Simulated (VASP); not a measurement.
# TaN (P6/mmm) in VASP: a series of runs

Runs on TaN. Level: PBEsol. Tasks: single point.

Everything below comes from runs of VASP 6.6.1. Logs are shortened: lines on timing, memory, paths and dates and some standing lists are left out, and cuts for length are marked.

## (1) The cell of the first run

Symmetry: P6/mmm, No. 191, hexagonal system. Conventional cell: a = 4.789 Å, b = 4.789 Å, c = 2.671 Å, α = 90.00°, β = 90.00°, γ = 120.00°. Ta (site symmetry 6/mmm) has 6 N at 2.39 Å and 14 Ta at 2.67 to 3.07 Å within 3.2 Å. Ta (site symmetry -6m2) has 6 N at 1.92 Å within 2.5 Å. N (site symmetry mmm) has 6 Ta at 1.92 to 2.39 Å and 4 N at 2.39 Å within 2.5 Å.

## (2) Single point, PBEsol (strain -0.080 along x and y, -0.080 along z)

File INCAR:

```
PREC = Accurate ; ENCUT = 520
EDIFF = 1E-6 ; ISMEAR = 0
SIGMA = 0.15 ; LREAL = False
LASPH = True ; NELM = 100
ALGO = Normal ; ISIF = 2
LWAVE = False ; LCHARG = False
GGA = PS ; NBANDS = 33
```

File KPOINTS:

```
regular mesh
0
Gamma
  12 12 16
```

File POSCAR:

```
TaN
1.0
    4.7886822599      0.0000000000      0.0000000000
   -2.3943411300      4.1471204878      0.0000000000
    0.0000000000      0.0000000000      2.6713004028
Ta N
3 3
Direct
    0.0000000000      0.0000000000      0.0000000000
    0.3333333333      0.6666666667      0.5000000000
    0.6666666667      0.3333333333      0.5000000000
    0.5000000000      0.0000000000      0.0000000000
    0.5000000000      0.5000000000      0.0000000000
    0.0000000000      0.5000000000      0.0000000000
```

Potentials or basis: VASP PAW PBE potentials, release 64 (Ta_pv, N).

Launch:

```bash
$ cat potpaw_PBE.64/Ta_pv/POTCAR potpaw_PBE.64/N/POTCAR > POTCAR
$ mpirun -np 1 vasp_std > vasp.out
```

OUTCAR:

```text
PREC = Accurate
   ENCUT = 520
   EDIFF = 1E-6
   ISMEAR = 0
   LREAL = False
   LASPH = True
   NELM = 100
   ISIF = 2
   GGA = PS

 ion  position               nearest neighbor table
   1  0.000  0.000  0.000-   4 2.39   4 2.39   5 2.39   5 2.39   6 2.39   6 2.39   3 3.07   3 3.07
                             2 3.07   2 3.07   2 3.07   3 3.07   2 3.07   3 3.07   2 3.07   3 3.07
   2  0.333  0.667  0.500-   6 1.92   6 1.92   4 1.92   4 1.92   5 1.92   5 1.92   3 2.76   3 2.76
                             3 2.76   1 3.07   1 3.07   1 3.07   1 3.07   1 3.07   1 3.07
   3  0.667  0.333  0.500-   6 1.92   6 1.92   4 1.92   4 1.92   5 1.92   5 1.92   2 2.76   2 2.76
                             2 2.76   1 3.07   1 3.07   1 3.07   1 3.07   1 3.07   1 3.07
   4  0.500  0.000  0.000-   2 1.92   3 1.92   2 1.92   3 1.92   1 2.39   1 2.39
   5  0.500  0.500  0.000-   2 1.92   3 1.92   2 1.92   3 1.92   1 2.39   1 2.39
   6  0.000  0.500  0.000-   2 1.92   3 1.92   2 1.92   3 1.92   1 2.39   1 2.39

  LATTYP: Found a hexagonal cell.
 ALAT       =     4.7886822599
 C/A-ratio  =     0.5578362184

  Lattice vectors:

 A1 = (   4.7886822599,   0.0000000000,   0.0000000000)
 A2 = (  -2.3943411300,   4.1471204878,   0.0000000000)
 A3 = (   0.0000000000,   0.0000000000,   2.6713004028)

Analysis of symmetry for initial positions (statically):
=====================================================================
 Subroutine PRICEL returns:
 Original cell was already a primitive cell.

 Routine SETGRP: Setting up the symmetry group for a
 hexagonal supercell.

 Subroutine GETGRP returns: Found 24 space group operations
 (whereof 24 operations were pure point group operations)
 out of a pool of 24 trial point group operations.

The static configuration has the point symmetry D_6h.

Analysis of symmetry for dynamics (positions and initial velocities):
=====================================================================
 Subroutine PRICEL returns:
 Original cell was already a primitive cell.

 Routine SETGRP: Setting up the symmetry group for a
 hexagonal supercell.

 Subroutine GETGRP returns: Found 24 space group operations
 (whereof 24 operations were pure point group operations)
 out of a pool of 24 trial point group operations.

The dynamic configuration has the point symmetry D_6h.

 Subroutine INISYM returns: Found 24 space group operations
 (whereof 24 operations are pure point group operations),
 and found     1 'primitive' translations

----------------------------------------------------------------------------------------

                                     Primitive cell

  volume of cell :      53.0500

  direct lattice vectors                    reciprocal lattice vectors
     4.788682260  0.000000000  0.000000000     0.208825716  0.120565583  0.000000000
    -2.394341130  4.147120488  0.000000000     0.000000000  0.241131166  0.000000000
     0.000000000  0.000000000  2.671300403     0.000000000  0.000000000  0.374349511

  length of vectors
     4.788682260  4.788682260  2.671300403     0.241131166  0.241131166  0.374349511

  position of ions in fractional coordinates (direct lattice)
     0.000000000  0.000000000  0.000000000
     0.333333333  0.666666667  0.500000000
     0.666666667  0.333333333  0.500000000
     0.500000000  0.000000000  0.000000000
     0.500000000  0.500000000  0.000000000
     0.000000000  0.500000000  0.000000000

  ion indices of the primitive-cell ions
   primitive index   ion index
                 1           1
                 2           2
                 3           3
                 4           4
                 5           5
                 6           6

----------------------------------------------------------------------------------------

 KPOINTS: regular mesh

Automatic generation of k-mesh.
 Grid dimensions read from file:
 generate k-points for:   12   12   16

 Generating k-lattice:

  Cartesian coordinates                     Fractional coordinates (reciprocal lattice)
     0.017402143  0.010047132  0.000000000     0.083333333  0.000000000  0.000000000
     0.000000000  0.020094264  0.000000000     0.000000000  0.083333333  0.000000000
     0.000000000  0.000000000  0.023396844     0.000000000  0.000000000  0.062500000

  Length of vectors
     0.020094264  0.020094264  0.023396844

  Shift w.r.t. Gamma in fractional coordinates (k-lattice)
     0.000000000  0.000000000  0.000000000

 Subroutine IBZKPT returns following result:
 ===========================================

 Found    171 irreducible k-points:

 Following reciprocal coordinates:
            Coordinates               Weight
  0.000000  0.000000  0.000000      1.000000
  0.083333  0.000000  0.000000      6.000000
  0.166667  0.000000  0.000000      6.000000
  0.250000  0.000000  0.000000      6.000000
  0.333333 -0.000000  0.000000      6.000000
  0.416667 -0.000000  0.000000      6.000000
[... 16 lines left out ...]
  0.250000  0.000000  0.062500     12.000000
  0.333333 -0.000000  0.062500     12.000000
 [... further k-points ...]
   k-points           NKPTS =    171   k-points in BZ     NKDIM =    171   number of bands    NBANDS=     33
   number of dos      NEDOS =    301   number of ions     NIONS =      6
   total plane-waves  NPLWV =  25920
   dimension x,y,z NGX =    36 NGY =   36 NGZ =   20
   dimension x,y,z NGXF=    72 NGYF=   72 NGZF=   40
   ions per type =               3   3
   NGX,Y,Z   is equivalent  to a cutoff of  12.50, 12.50, 12.45 a.u.
   NGXF,Y,Z  is equivalent  to a cutoff of  25.00, 25.00, 24.89 a.u.
 SYSTEM =  unknown system
   PREC   = accura    normal or accurate (medium, high low for compatibility)
   ISTART =      0    job   : 0-new  1-cont  2-samecut
   ICHARG =      2    charge: 1-file 2-atom 10-const
   ISPIN  =      1    spin polarized calculation?
   LNONCOLLINEAR =      F non collinear calculations
   LSORBIT =      F    spin-orbit coupling
   LASPH  =      T    aspherical Exc in radial PAW
   ENCUT  =  520.0 eV  38.22 Ry    6.18 a.u.   8.90  8.90  4.97*2*pi/ulx,y,z
   NELM   =    100;   NELMIN=  2; NELMDL= -5     # of ELM steps
   EDIFF  = 0.1E-05   stopping-criterion for ELM
   LREAL  =      F    real-space projection
[... 7 lines left out ...]
   TEBEG  =    0.0;   TEEND  =   0.0 temperature during run
   PSTRESS=    0.0 pullay stress
   NELECT =      48.0000    total number of electrons
   NUPDOWN=      -1.0000    fix difference up-down
   EMIN   =  10.00;   EMAX   =-10.00  energy-range for DOS
   EFERMI =   0.00;   METHOD = LEGACY
   ISMEAR =     0;   SIGMA  =   0.15  broadening in eV -4-tet -1-fermi 0-gaus
   EFERMI_NEDOS =   21; number of points for ismear=-14 and -15
   IALGO  =     38    algorithm
   IMIX   =      4    mixing-type and parameters
     AMIX     =   0.40;   BMIX     =  1.00
     AMIX_MAG =   1.60;   BMIX_MAG =  1.00
  volume/ion in A,a.u.               =       8.84        59.67
  Fermi-wavevector in a.u.,A,eV,Ry     =   1.583410  2.992211 34.112362  2.507188
  Thomas-Fermi vector in A             =   2.683185
   LORBIT       =      0    0 simple, 1 ext, 2 COOP (PROOUT), +10 PAW based schemes
   GGA     = PS    functional components
   LHFCALC =     F    Hartree Fock is set to
   AEXX    =    0.0000 exact exchange contribution
   IVDW    =     0    specifies the selected vdW correction
   LEPSILON=     F    determine dielectric tensor
   LRPA    =     F    only Hartree local field effects (RPA)
 non-spin polarized calculation
 Gauss-broadening in eV      SIGMA  =   0.15
  energy-cutoff  :      520.00
  volume of cell :       53.05
 maximum number of plane-waves:      1449
 NGX is ok and might be reduce to    36
   NGX = 17   NGY = 17   NGZ =  9

 number of electron      48.0000005 magnetization

 Free energy of the ion-electron system (eV)
  ---------------------------------------------------
  ext. energy  EPLUGINS =         0.00000000
  ---------------------------------------------------
  free energy    TOTEN  =       -63.33689028 eV

  energy without entropy =      -63.33093891  energy(sigma->0) =      -63.33391460

 E-fermi :  10.7587     XC(G=0): -14.5581

 val. band max:       10.7519808588   @ k =   0.0000   0.0000   0.1875
 cond. band min:      10.7697648938   @ k =   0.1667   0.0000   0.0000
 fundamental gap:      0.0177840350
 Fermi energy:        10.7587080167

 k-point     1 :       0.0000    0.0000    0.0000
  band No.  band energies     occupation
      1     -25.4969      2.00000
      2     -25.4969      2.00000
      3     -24.7668      2.00000
      4     -24.7668      2.00000
      5     -24.2030      2.00000
      6     -24.0278      2.00000
[... 25 lines left out ...]
     32      15.4422      0.00000
     33      15.4422      0.00000

 k-point     2 :       0.0833    0.0000    0.0000
  band No.  band energies     occupation
      1     -25.5164      2.00000
      2     -25.4974      2.00000
      3     -24.7389      2.00000
      4     -24.7333      2.00000
      5     -24.1973      2.00000
      6     -24.0656      2.00000
[... 25 lines left out ...]
     32      15.4868      0.00000
     33      15.6437      0.00000

 k-point     3 :       0.1667    0.0000    0.0000
  band No.  band energies     occupation
      1     -25.5645      2.00000
      2     -25.4890      2.00000
      3     -24.6665      2.00000
      4     -24.6494      2.00000
      5     -24.1805      2.00000
      6     -24.1707      2.00000
[... 25 lines left out ...]
     32      15.6120      0.00000
     33      15.6835      0.00000

 k-point     4 :       0.2500    0.0000    0.0000
  band No.  band energies     occupation
      1     -25.6210      2.00000
      2     -25.4539      2.00000
      3     -24.5702      2.00000
      4     -24.5613      2.00000
      5     -24.3101      2.00000
      6     -24.1547      2.00000
[... 25 lines left out ...]
     32      15.6453      0.00000
     33      15.7545      0.00000

 k-point     5 :       0.3333   -0.0000    0.0000
  band No.  band energies     occupation
      1     -25.6704      2.00000
      2     -25.3829      2.00000
      3     -24.5996      2.00000
      4     -24.4667      2.00000
      5     -24.3574      2.00000
      6     -24.1348      2.00000
[... 604 lines left out ...]
 k-point    22 :       0.1667    0.0000    0.0625
  band No.  band energies     occupation
      1     -25.5474      2.00000
      2     -25.4725      2.00000
      3     -24.6532      2.00000
      4     -24.6375      2.00000
      5     -24.2933      2.00000
      6     -24.1530      2.00000
[... 25 lines left out ...]
     32      15.2105      0.00000
     33      16.2536      0.00000

 k-point    23 :       0.2500    0.0000    0.0625
  band No.  band energies     occupation
      1     -25.6030      2.00000
      2     -25.4374      2.00000
      3     -24.5585      2.00000
      4     -24.5500      2.00000
      5     -24.3471      2.00000
      6     -24.2114      2.00000
[... 25 lines left out ...]
     32      15.5909      0.00000
     33      16.1872      0.00000

 k-point    24 :       0.3333   -0.0000    0.0625
  band No.  band energies     occupation
      1     -25.6516      2.00000
      2     -25.3672      2.00000
      3     -24.5923      2.00000
      4     -24.4566      2.00000
      5     -24.3782      2.00000
      6     -24.1903      2.00000
[... 25 lines left out ...]
     32      16.0958      0.00000
     33      16.1532      0.00000

 [... further k-points ...]

------------------------ aborting loop because EDIFF is reached ----------------------------------------

  FORCE on cell =-STRESS in cart. coord.  units (eV):
  Direction    XX          YY          ZZ          XY          YZ          ZX
  --------------------------------------------------------------------------------------
  -------------------------------------------------------------------------------------
  Total       40.4045795     40.4045795     58.3737717     -0.0000000     -0.0000000      0.0000000
  in kB     1220.2695357   1220.2695357   1762.9619276     -0.0000000     -0.0000000      0.0000000
  external PRESSURE =    1401.1669997 kB  Pullay stress =       0.0000000 kB

 VOLUME and BASIS-vectors are now :
 -----------------------------------------------------------------------------
  energy-cutoff  :      520.00
  volume of cell :       53.05
      direct lattice vectors                 reciprocal lattice vectors
     4.788682260  0.000000000  0.000000000     0.208825716  0.120565583  0.000000000
    -2.394341130  4.147120488  0.000000000     0.000000000  0.241131166  0.000000000
     0.000000000  0.000000000  2.671300403     0.000000000  0.000000000  0.374349511

 POSITION                                       TOTAL-FORCE (eV/Angst)
 -----------------------------------------------------------------------------------
      0.00000      0.00000      0.00000         0.000000      0.000000      0.000000
     -0.00000      2.76475      1.33565        -0.000000      0.000000      0.000000
      2.39434      1.38237      1.33565         0.000000     -0.000000      0.000000
      2.39434      0.00000      0.00000        -0.000000      0.000000      0.000000
      1.19717      2.07356      0.00000         0.000000      0.000000      0.000000
     -1.19717      2.07356      0.00000        -0.000000      0.000000      0.000000
 -----------------------------------------------------------------------------------
    total drift:                                0.000000      0.000000     -0.000000

  FREE ENERGIE OF THE ION-ELECTRON SYSTEM (eV)
  ---------------------------------------------------
  free  energy   TOTEN  =       -63.3368902808 eV

  energy  without entropy=      -63.3309389135  energy(sigma->0) =      -63.33391460
```

Run time: 1.7 min. Hardware: 1 thread of Intel Xeon 6975P-C (Granite Rapids), shared host; peak memory 0.34 GiB.

Results:

- Free energy: -63.3369 eV
- Pressure: 140.1 GPa
- Band gap on the k mesh: zero (bands 24 and 25 overlap by 3.23 eV)

Stress tensor (GPa, compression positive):
```
122.03   0.00   0.00
  0.00 122.03   0.00
  0.00   0.00 176.30
```

Caveat: the cell differs from its parent crystal (strain -0.080 along x and y, -0.080 along z); the stress differs along the axes, from 122 to 176 GPa; the PAW data sets were made with another functional, which shifts forces and pressure a little; spin-orbit coupling is left out, which moves the levels of the heavy elements.

## (3) Single point, PBEsol (strain -0.080 along x and y, -0.040 along z)

File INCAR:

```
SYSTEM = TaN
PREC = Accurate ; ENCUT = 520
EDIFF = 1E-6 ; ISMEAR = 0
SIGMA = 0.15 ; LREAL = .False.
LASPH = .True. ; NELM = 60
ALGO = Normal ; ISIF = 2
LWAVE = .False. ; LCHARG = .False.
GGA = PS ; NBANDS = 33
```

File KPOINTS:

```
regular mesh
0
Gamma
  12 12 16
  0 0 0
```

POSCAR: that of step 2 with these lines changed.

```diff
@@ -4,3 +4,3 @@
    -2.3943411300      4.1471204878      0.0000000000
-    0.0000000000      0.0000000000      2.6713004028
+    0.0000000000      0.0000000000      2.7874438986
 Ta N
```

Potentials or basis: VASP PAW PBE potentials, release 64 (Ta_pv, N).

Launch:

```bash
$ cat potpaw_PBE.64/Ta_pv/POTCAR potpaw_PBE.64/N/POTCAR > POTCAR
$ mpirun -np 1 vasp_std > vasp.out
```

Run time: 1.7 min. Hardware: 1 thread of Intel Xeon 6975P-C (Granite Rapids), shared host; peak memory 0.35 GiB.

The run converged. Its results:

```
Free energy            : -65.3757 eV
Pressure               : 100.4 GPa
Band gap on the k mesh : zero (bands 24 and 25 overlap by 2.85 eV)
```

Stress tensor (GPa, compression positive):
```
 95.62   0.00   0.00
  0.00  95.62   0.00
  0.00   0.00 109.95
```

Levels at points of the mesh, in eV from the Fermi level:
| k point | band 20 | band 21 | band 22 | band 23 | band 24 | band 25 | band 26 | band 27 | band 28 | band 29 |
| --- | --- | --- | --- | --- | --- | --- | --- | --- | --- | --- |
| (0.00, 0.00, 0.00) | -2.94 | -2.94 | -2.83 | -2.15 | -1.54 | -1.54 | 0.61 | 0.61 | 2.55 | 3.12 |
| (0.50, 0.00, 0.00) | -5.42 | -4.06 | -2.74 | -1.69 | -0.39 | 2.04 | 2.38 | 2.42 | 2.73 | 2.81 |
| (0.00, 0.00, 0.50) | -4.78 | -3.25 | -3.25 | -2.16 | 1.31 | 1.31 | 1.45 | 2.98 | 3.74 | 3.74 |
| (0.50, 0.00, 0.50) | -5.08 | -3.90 | -3.86 | -2.46 | -1.38 | 1.42 | 2.05 | 3.64 | 4.11 | 4.89 |

Caveat: the cell differs from its parent crystal (strain -0.080 along x and y, -0.040 along z); the stress differs along the axes, from 96 to 110 GPa; the PAW data sets were made with another functional, which shifts forces and pressure a little; spin-orbit coupling is left out, which moves the levels of the heavy elements.

## (4) Single point, PBEsol (strain -0.080 along x and y, +0.000 along z)

File INCAR:

```
SYSTEM = TaN
PREC = Accurate
ENCUT = 520
EDIFF = 1E-6
ISMEAR = 0
SIGMA = 0.15
LREAL = .False.
LASPH = .True.
NELM = 80
ALGO = Normal
ISIF = 2
LWAVE = .False.
LCHARG = .True.
GGA = PS
LELF = .True.
LVHAR = .True.
NBANDS = 33
```

KPOINTS is that of step 3.

POSCAR: that of step 3 with these lines changed.

```diff
@@ -4,3 +4,3 @@
    -2.3943411300      4.1471204878      0.0000000000
-    0.0000000000      0.0000000000      2.7874438986
+    0.0000000000      0.0000000000      2.9035873944
 Ta N
```

Launch:

```bash
$ cat potpaw_PBE.64/Ta_pv/POTCAR potpaw_PBE.64/N/POTCAR > POTCAR
$ mpirun -np 1 vasp_std > vasp.out
```

Wall time 1.8 min (1 thread of Intel Xeon 6975P-C (Granite Rapids), shared host); peak memory 0.36 GiB.

It converged, with:

```
Free energy            : -66.5769 eV
Pressure               : 68.7 GPa
Band gap on the k mesh : zero (bands 24 and 25 overlap by 1.94 eV)
```

Stress tensor (GPa, compression positive):
```
73.55  0.00  0.00
 0.00 73.55  0.00
 0.00  0.00 58.98
```

Levels at points of the mesh, in eV from the Fermi level:
| k point | band 21 | band 22 | band 23 | band 24 | band 25 | band 26 | band 27 | band 28 |
| --- | --- | --- | --- | --- | --- | --- | --- | --- |
| (0.00, 0.00, 0.00) | -2.61 | -2.50 | -1.80 | -1.40 | -1.40 | 0.10 | 0.10 | 2.72 |
| (0.50, 0.00, 0.00) | -4.00 | -2.38 | -1.75 | -0.22 | 1.89 | 2.06 | 2.15 | 2.16 |
| (0.00, 0.00, 0.50) | -2.84 | -2.84 | -1.97 | 0.54 | 1.19 | 1.19 | 2.80 | 3.67 |
| (0.50, 0.00, 0.50) | -3.79 | -3.58 | -2.73 | -1.20 | 1.38 | 1.88 | 2.62 | 3.17 |

Caveat: the cell differs from its parent crystal (strain -0.080 along x and y, +0.000 along z); the stress differs along the axes, from 59 to 74 GPa; the PAW data sets were made with another functional, which shifts forces and pressure a little; spin-orbit coupling is left out, which moves the levels of the heavy elements.

(Continued in part 2 of 2.)
